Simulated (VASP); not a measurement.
Runs of VASP 6.6.1 on MgS. The structure is that of space group P6_3mc (No. 186), or close to it. The cells are those of the table. 

```tsv
level	cell	smearing	gap on the mesh (eV)	pressure (GPa)
r2SCAN	a = 4.029, b = 4.029, c = 6.587 Å, angles 90.0, 90.0, 120.0°, 4 atoms	gaussian 0.01 eV	4.09	-1.4
PBE	a = 4.029, b = 4.029, c = 6.587 Å, angles 90.0, 90.0, 120.0°, 4 atoms	fermi-dirac 0.02 eV	3.43	-0.2
r2SCAN	a = 3.869, b = 3.869, c = 6.198 Å, angles 90.0, 90.0, 120.0°, 4 atoms	gaussian 0.01 eV	4.80	(a)
PBE	a = 3.869, b = 3.869, c = 6.198 Å, angles 90.0, 90.0, 120.0°, 4 atoms	fermi-dirac 0.02 eV	4.09	(b)
```

Alike in all rows: task single point; potentials or basis VASP PAW PBE potentials, release 64 (Mg, S); no spin polarisation; k mesh 12 × 12 × 4; cutoff (eV) 520.

Q: Fill in the values left out.

A: (a) 9.0; (b) 10.1.

Caveats: the PAW data sets were made with another functional, which shifts forces and pressure a little (some runs).

A k mesh can miss the band edges.
